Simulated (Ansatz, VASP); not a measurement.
**C in VASP and in Ansatz**

Contents of INCAR:

```
SYSTEM = C
PREC = Accurate
ENCUT = 520
EDIFF = 1E-7
ISMEAR = 0
SIGMA = 0.15
LREAL = .False.
LASPH = .True.
NELM = 60
ALGO = Normal
ISIF = 2
LWAVE = .False.
LCHARG = .False.
GGA = PE
IVDW = 12
NBANDS = 11
```

File KPOINTS:

```
Automatic mesh
0
Gamma
  21 21 12
  0 0 0
```

Contents of POSCAR:

```
C
1.0
    2.5262765552      0.0000000000      0.0000000000
   -1.2631382776      2.1878196737      0.0000000000
    0.0000000000      0.0000000000      3.6612690175
C
2
Direct
    0.3192782444      0.6385564889      0.0000000000
    0.6807217556      0.3614435111      0.0000000000
```

Input for Ansatz:

```yaml
crystal:
  lattice:
    - [2.5262765552, 0.0, 0.0]
    - [-1.2631382776, 2.1878196737, 0.0]
    - [0.0, 0.0, 3.6612690175]
  atoms:
    - { symbol: C, position: [0.3192782444, 0.6385564889, 0.0] }
    - { symbol: C, position: [0.6807217556, 0.3614435111, 0.0] }
basis:
  ecutwfc: 520.0
kpoints:
  mp_grid: { grid: [21, 21, 12] }
hamiltonian:
  xc: pbe
  pseudopotentials: { kind: paw, azcp: { folder: soft_1 } }
  dispersion: d3bj
scf:
  occupations: { method: gaussian, width: 0.15 }
output:
  forces: true
  stress: true
  eigenvalues: true
  write_density: true
  write_potential: true
  elf: true
  volumetric_format: npy
```

Change from the starting cell: mode 6 frozen in at -0.060 Å, equal normal strain along x, y and z +0.0250.

Alike in both runs: task single point; functional PBE; dispersion D3(BJ); k mesh 21 × 21 × 12; occupations gaussian, width 0.15 eV; no spin polarisation.

|  | VASP | Ansatz |
| --- | --- | --- |
| version | VASP 6.6.1 | Ansatz 0.2.0 |
| potentials or method | VASP PAW PBE potentials, release 64 (C), cutoff 520 eV | scalar-relativistic, plane waves, PAW |
| valence electrons in the cell | 8 | 8 |

|  | VASP | Ansatz | Ansatz less VASP |
| --- | --- | --- | --- |
| gap on the k mesh at the Fermi level (eV) | none | none | - |
| pressure (GPa) | -12.7 | -13.0 | -0.29 |
| traceless stress, the component that is largest in VASP (GPa) | 12.13 | 12.48 | +0.352 |
| rms of the force components (eV/Å) | 2.716 | 2.705 | -0.0105 |

Atom by atom the forces differ by 0.011 eV/Å (rms over components). A gap of «none» marks a metal or a gap that the smearing closes.
